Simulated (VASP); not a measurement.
Eu:

```
Eu
1.0
    -2.33331    2.33331    2.33331
     2.33331   -2.33331    2.33331
     2.33331    2.33331   -2.33331
Eu
1
Direct
  0.00000 0.00000 0.00000
```

This cell differs from its parent crystal: volume scaled by 1.04.

Base run:

```yaml
Program: VASP 6.6.1
Functional: PBEsol
Potentials_or_basis: VASP PAW PBE potentials, release 64 (Eu)
Cutoff: 520 eV
k_mesh: 8 × 8 × 8
Occupations: fermi-dirac, width 0.05 eV
Spin: collinear spin, ferromagnetic start
Starting_moments: "[7.0] μB"
```

Its results: pressure -3.1 GPa; net moment 7.40 μB per cell; site moments Eu +6.72 μB.

The run is repeated on the same cell with these changes: functional from PBEsol to LDA. What comes out?

Pressure -4.0 GPa; net moment 7.26 μB per cell; site moments Eu +6.71 μB.

LDA binds more tightly than PBEsol, so the same cell stands under less pressure.

Caveats: the PAW data sets were made with another functional, which shifts forces and pressure a little.
